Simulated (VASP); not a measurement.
The system is Pd.

```
Pd
1.0
     2.78367    0.00000    0.00000
    -1.39183    2.41072    0.00000
     0.00000    0.00000    4.62889
Pd
2
Direct
  0.33333 0.66667 0.25000
  0.66667 0.33333 0.75000
```

```yaml
Program: VASP 6.6.1
Task: relaxation of cell and atoms
Functional: PBEsol
Dispersion: D4
Potentials_or_basis: VASP PAW PBE potentials, release 64 (Pd)
Cutoff: 600 eV
k_mesh: 11 × 11 × 6
Occupations: fermi-dirac, width 0.05 eV
Spin: no spin polarisation
```

At the start: pressure -13.3 GPa; volume 15.53 Å³/atom.

How do energy, volume and symmetry change on relaxing?

Over 4 steps the energy falls by 51.3 meV/atom and the volume is 14.39 Å³/atom (-7.3 %); space group P6_3/mmc (No. 194, to 0.05 Å).

Step by step:
| step | energy change (eV) | largest force (eV/Å) | pressure (GPa) | volume (Å³) |
| --- | --- | --- | --- | --- |
| 1 | 0.0000 | 0.0000 | -13.25 | 31.06 |
| 2 | 0.1904 | 0.0000 | 33.76 | 25.64 |
| 3 | -0.1025 | 0.0000 | -0.57 | 28.85 |
| 4 | -0.1026 | 0.0000 | -0.04 | 28.79 |

Final structure:
```
CELL_PARAMETERS angstrom
2.71317 0.00000 0.00000
-1.35658 2.34967 0.00000
0.00000 0.00000 4.51558
ATOMIC_POSITIONS crystal
Pd 0.33333 0.66667 0.25000
Pd 0.66667 0.33333 0.75000
```

Caveat: the PAW data sets were made with another functional, which shifts forces and pressure a little; pairwise dispersion overbinds metals, which lowers pressure and volume.
